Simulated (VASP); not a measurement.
# Li2Se (Fm-3m) in VASP: single point with LDA

Aim: the single point of Li2Se with LDA.

Program: VASP 6.6.1. These are calculated values, not measurements. Logs are shortened: lines on timing, memory, paths and dates and some standing lists are left out, and cuts for length are marked.

### Step 1. The cell of the first run

Symmetry: Fm-3m, No. 225, cubic system. Conventional cell: a = 6.005 Å, b = 6.005 Å, c = 6.005 Å, α = 90.00°, β = 90.00°, γ = 90.00°. Li (site symmetry -43m) has 4 Se at 2.60 Å and 6 Li at 3.00 Å within 3.4 Å. Within 3.4 Å of Se (site symmetry m-3m) lie 8 Li at 2.60 Å.

### Step 2. Single point, LDA

INCAR reads:

```
  PREC = Accurate
  ENCUT = 750
  EDIFF = 1E-6
  ISMEAR = 0
  SIGMA = 0.05
  LREAL = False
  LASPH = True
  NELM = 120
  ALGO = Normal
  ISIF = 2
  LWAVE = False
  LCHARG = True
  GGA = CA
  LELF = True
  LVHAR = True
  NBANDS = 13
  GGA_COMPAT = False
```

KPOINTS reads:

```
Automatic mesh
0
Gamma
  12 12 12
```

POSCAR reads:

```
Li2Se
1.0
    0.0000000000      3.0025000000      3.0025000000
    3.0025000000      0.0000000000      3.0025000000
    3.0025000000      3.0025000000      0.0000000000
Li Se
2 1
Direct
    0.2500000000      0.2500000000      0.2500000000
    0.7500000000      0.7500000000      0.7500000000
    0.0000000000      0.0000000000      0.0000000000
```

Potentials or basis: VASP PAW LDA potentials, release 64 (Li_sv, Se).

Launch:

```console
$ cat potpaw_LDA.64/Li_sv/POTCAR potpaw_LDA.64/Se/POTCAR > POTCAR
$ mpirun -np 1 vasp_std > vasp.out
```

OUTCAR:

```text
PREC = Accurate
   ENCUT = 750
   EDIFF = 1E-6
   ISMEAR = 0
   LREAL = False
   LASPH = True
   NELM = 120
   ISIF = 2
   GGA = CA

 ion  position               nearest neighbor table
   1  0.250  0.250  0.250-   3 2.60   3 2.60   3 2.60   3 2.60
   2  0.750  0.750  0.750-   3 2.60   3 2.60   3 2.60   3 2.60
   3  0.000  0.000  0.000-   1 2.60   2 2.60   2 2.60   2 2.60   2 2.60   1 2.60   1 2.60   1 2.60

  LATTYP: Found a face centered cubic cell.
 ALAT       =     6.0050000000

  Lattice vectors:

 A1 = (   0.0000000000,   3.0025000000,   3.0025000000)
 A2 = (   3.0025000000,   0.0000000000,   3.0025000000)
 A3 = (   3.0025000000,   3.0025000000,   0.0000000000)

Analysis of symmetry for initial positions (statically):
=====================================================================
 Subroutine PRICEL returns:
 Original cell was already a primitive cell.

 Routine SETGRP: Setting up the symmetry group for a
 face centered cubic supercell.

 Subroutine GETGRP returns: Found 48 space group operations
 (whereof 48 operations were pure point group operations)
 out of a pool of 48 trial point group operations.

The static configuration has the point symmetry O_h .

Analysis of symmetry for dynamics (positions and initial velocities):
=====================================================================
 Subroutine PRICEL returns:
 Original cell was already a primitive cell.

 Routine SETGRP: Setting up the symmetry group for a
 face centered cubic supercell.

 Subroutine GETGRP returns: Found 48 space group operations
 (whereof 48 operations were pure point group operations)
 out of a pool of 48 trial point group operations.

The dynamic configuration has the point symmetry O_h .

 Subroutine INISYM returns: Found 48 space group operations
 (whereof 48 operations are pure point group operations),
 and found     1 'primitive' translations

----------------------------------------------------------------------------------------

                                     Primitive cell

  volume of cell :      54.1351

  direct lattice vectors                    reciprocal lattice vectors
     0.000000000  3.002500000  3.002500000    -0.166527893  0.166527893  0.166527893
     3.002500000  0.000000000  3.002500000     0.166527893 -0.166527893  0.166527893
     3.002500000  3.002500000  0.000000000     0.166527893  0.166527893 -0.166527893

  length of vectors
     4.246176221  4.246176221  4.246176221     0.288434772  0.288434772  0.288434772

  position of ions in fractional coordinates (direct lattice)
     0.250000000  0.250000000  0.250000000
     0.750000000  0.750000000  0.750000000
     0.000000000  0.000000000  0.000000000

  ion indices of the primitive-cell ions
   primitive index   ion index
                 1           1
                 2           2
                 3           3

----------------------------------------------------------------------------------------

 KPOINTS: Automatic mesh

Automatic generation of k-mesh.
 Grid dimensions read from file:
 generate k-points for:   12   12   12

 Generating k-lattice:

  Cartesian coordinates                     Fractional coordinates (reciprocal lattice)
    -0.013877324  0.013877324  0.013877324     0.083333333  0.000000000  0.000000000
     0.013877324 -0.013877324  0.013877324     0.000000000  0.083333333  0.000000000
     0.013877324  0.013877324 -0.013877324     0.000000000  0.000000000  0.083333333

  Length of vectors
     0.024036231  0.024036231  0.024036231

  Shift w.r.t. Gamma in fractional coordinates (k-lattice)
     0.000000000  0.000000000  0.000000000

 Subroutine IBZKPT returns following result:
 ===========================================

 Found     72 irreducible k-points:

 Following reciprocal coordinates:
            Coordinates               Weight
  0.000000  0.000000  0.000000      1.000000
  0.083333  0.000000  0.000000      8.000000
  0.166667  0.000000  0.000000      8.000000
  0.250000  0.000000  0.000000      8.000000
  0.333333  0.000000  0.000000      8.000000
  0.416667  0.000000  0.000000      8.000000
[... 16 lines left out ...]
  0.500000  0.166667  0.000000     24.000000
 -0.416667  0.166667  0.000000     24.000000
 [... further k-points ...]
   k-points           NKPTS =     72   k-points in BZ     NKDIM =     72   number of bands    NBANDS=     13
   number of dos      NEDOS =    301   number of ions     NIONS =      3
   total plane-waves  NPLWV =  64000
   dimension x,y,z NGX =    40 NGY =   40 NGZ =   40
   dimension x,y,z NGXF=    80 NGYF=   80 NGZF=   80
   ions per type =               2   1
   NGX,Y,Z   is equivalent  to a cutoff of  15.66, 15.66, 15.66 a.u.
   NGXF,Y,Z  is equivalent  to a cutoff of  31.32, 31.32, 31.32 a.u.
 SYSTEM =  unknown system
   PREC   = accura    normal or accurate (medium, high low for compatibility)
   ISTART =      0    job   : 0-new  1-cont  2-samecut
   ICHARG =      2    charge: 1-file 2-atom 10-const
   ISPIN  =      1    spin polarized calculation?
   LNONCOLLINEAR =      F non collinear calculations
   LSORBIT =      F    spin-orbit coupling
   LASPH  =      T    aspherical Exc in radial PAW
   ENCUT  =  750.0 eV  55.12 Ry    7.42 a.u.   9.48  9.48  9.48*2*pi/ulx,y,z
   NELM   =    120;   NELMIN=  2; NELMDL= -5     # of ELM steps
   EDIFF  = 0.1E-05   stopping-criterion for ELM
   LREAL  =      F    real-space projection
   EDIFFG = 0.1E-04   stopping-criterion for IOM
   NSW    =      0    number of steps for IOM
   IBRION =     -1    ionic relax: 0-MD 1-quasi-New 2-CG
   NFREE  =      0    steps in history (QN), initial steepest desc. (CG)
   ISIF   =      2    stress and relaxation
   ISYM   =      2    0-nonsym 1-usesym 2-fastsym
   POTIM  = 0.5000    time-step for ionic-motion
   TEBEG  =    0.0;   TEEND  =   0.0 temperature during run
   PSTRESS=    0.0 pullay stress
   NELECT =      12.0000    total number of electrons
   NUPDOWN=      -1.0000    fix difference up-down
   EMIN   =  10.00;   EMAX   =-10.00  energy-range for DOS
   EFERMI =   0.00;   METHOD = LEGACY
   ISMEAR =     0;   SIGMA  =   0.05  broadening in eV -4-tet -1-fermi 0-gaus
   EFERMI_NEDOS =   21; number of points for ismear=-14 and -15
   IALGO  =     38    algorithm
   IMIX   =      4    mixing-type and parameters
     AMIX     =   0.40;   BMIX     =  1.00
     AMIX_MAG =   1.60;   BMIX_MAG =  1.00
  volume/ion in A,a.u.               =      18.05       121.77
  Fermi-wavevector in a.u.,A,eV,Ry     =   0.990776  1.872296 13.355989  0.981637
  Thomas-Fermi vector in A             =   2.122471
   LORBIT       =      0    0 simple, 1 ext, 2 COOP (PROOUT), +10 PAW based schemes
   GGA     = CA    functional components
   LHFCALC =     F    Hartree Fock is set to
   AEXX    =    0.0000 exact exchange contribution
   IVDW    =     0    specifies the selected vdW correction
   LEPSILON=     F    determine dielectric tensor
   LRPA    =     F    only Hartree local field effects (RPA)
 non-spin polarized calculation
 Gauss-broadening in eV      SIGMA  =   0.05
  energy-cutoff  :      750.00
  volume of cell :       54.14
 maximum number of plane-waves:      2565
 NGX is ok and might be reduce to    40
   NGX = 19   NGY = 19   NGZ = 19

 number of electron      12.0000003 magnetization

 Free energy of the ion-electron system (eV)
  ---------------------------------------------------
  ext. energy  EPLUGINS =         0.00000000
  ---------------------------------------------------
  free energy    TOTEN  =       -12.14494973 eV

  energy without entropy =      -12.14494973  energy(sigma->0) =      -12.14494973

 E-fermi :   1.3343     XC(G=0):  -8.5377

 val. band max:        0.9728339195   @ k =   0.0000   0.0000   0.0000
 cond. band min:       3.7810752911   @ k =   0.5000   0.5000   0.0000
 fundamental gap:      2.8082413716
 Fermi energy:         1.3343471224

 k-point     1 :       0.0000    0.0000    0.0000
  band No.  band energies     occupation
      1     -42.7485      2.00000
      2     -42.7215      2.00000
      3     -10.4468      2.00000
      4       0.9728      2.00000
      5       0.9728      2.00000
      6       0.9728      2.00000
      7       4.1790      0.00000
      8       6.4438      0.00000
      9       6.4438      0.00000
     10       6.4438      0.00000
     11      11.5340      0.00000
     12      11.5341      0.00000
     13      11.6755      0.00000

 k-point     2 :       0.0833    0.0000    0.0000
  band No.  band energies     occupation
      1     -42.7480      2.00000
      2     -42.7219      2.00000
      3     -10.4252      2.00000
      4       0.6388      2.00000
      5       0.9286      2.00000
      6       0.9286      2.00000
      7       4.4377      0.00000
      8       6.5537      0.00000
      9       6.5537      0.00000
     10       6.6118      0.00000
     11      10.6137      0.00000
     12      10.6137      0.00000
     13      11.7244      0.00000

 k-point     3 :       0.1667    0.0000    0.0000
  band No.  band energies     occupation
      1     -42.7466      2.00000
      2     -42.7232      2.00000
      3     -10.3645      2.00000
      4      -0.0712      2.00000
      5       0.8154      2.00000
      6       0.8154      2.00000
      7       4.9160      0.00000
      8       6.8072      0.00000
      9       6.8072      0.00000
     10       7.0877      0.00000
     11       9.9788      0.00000
     12       9.9788      0.00000
     13      11.8858      0.00000
[... 305 lines left out ...]
 k-point    23 :       0.5000    0.1667    0.0000
  band No.  band energies     occupation
      1     -42.7367      2.00000
      2     -42.7322      2.00000
      3     -10.0626      2.00000
      4      -1.7339      2.00000
      5      -0.0433      2.00000
      6       0.1563      2.00000
      7       5.8385      0.00000
      8       7.1254      0.00000
      9       7.6275      0.00000
     10       8.7563      0.00000
     11      10.8014      0.00000
     12      12.2363      0.00000
     13      13.3763      0.00000

 k-point    24 :      -0.4167    0.1667    0.0000
  band No.  band energies     occupation
      1     -42.7353      2.00000
      2     -42.7336      2.00000
      3     -10.0555      2.00000
      4      -1.7748      2.00000
      5      -0.1546      2.00000
      6       0.2526      2.00000
      7       6.0633      0.00000
      8       6.9494      0.00000
      9       7.5414      0.00000
     10       9.2242      0.00000
     11      10.8984      0.00000
     12      10.9860      0.00000
     13      13.3720      0.00000

 [... further k-points ...]
[... 5 lines left out ...]
  --------------------------------------------------------------------------------------
  -------------------------------------------------------------------------------------
  Total       -0.8822899     -0.8822899     -0.8822899     -0.0000000      0.0000000     -0.0000000
  in kB      -26.1121637    -26.1121637    -26.1121637     -0.0000000      0.0000000     -0.0000000
  external PRESSURE =     -26.1121637 kB  Pullay stress =       0.0000000 kB

 VOLUME and BASIS-vectors are now :
 -----------------------------------------------------------------------------
  energy-cutoff  :      750.00
  volume of cell :       54.14
      direct lattice vectors                 reciprocal lattice vectors
     0.000000000  3.002500000  3.002500000    -0.166527893  0.166527893  0.166527893
     3.002500000  0.000000000  3.002500000     0.166527893 -0.166527893  0.166527893
     3.002500000  3.002500000  0.000000000     0.166527893  0.166527893 -0.166527893

 POSITION                                       TOTAL-FORCE (eV/Angst)
 -----------------------------------------------------------------------------------
      1.50125      1.50125      1.50125         0.000000      0.000000      0.000000
      4.50375      4.50375      4.50375        -0.000000     -0.000000     -0.000000
      0.00000      0.00000      0.00000        -0.000000      0.000000     -0.000000
 -----------------------------------------------------------------------------------
    total drift:                                0.000000     -0.000000      0.000000

  FREE ENERGIE OF THE ION-ELECTRON SYSTEM (eV)
  ---------------------------------------------------
  free  energy   TOTEN  =       -12.1449497271 eV

  energy  without entropy=      -12.1449497271  energy(sigma->0) =      -12.14494973
```

Wall time 67 s (1 thread of Intel Xeon Platinum 8375C at 2.90GHz (Ice Lake), shared host); peak memory 0.24 GiB.

What came out:

- Free energy: -12.1449 eV
- Pressure: -2.6 GPa
- Band gap on the k mesh: 2.81 eV, indirect (least direct gap 3.21 eV)

Levels at points of the mesh, in eV from the valence-band top:
```
           k point  band 4  band 5  band 6  band 7  band 8  band 9
(0.00, 0.00, 0.00)    0.00    0.00    0.00    3.21    5.47    5.47
(0.50, 0.00, 0.00)   -2.94   -0.54   -0.54    4.97    5.82    5.82
(0.50, 0.50, 0.00)   -2.29   -1.47   -1.47    2.81    6.10   10.10
```
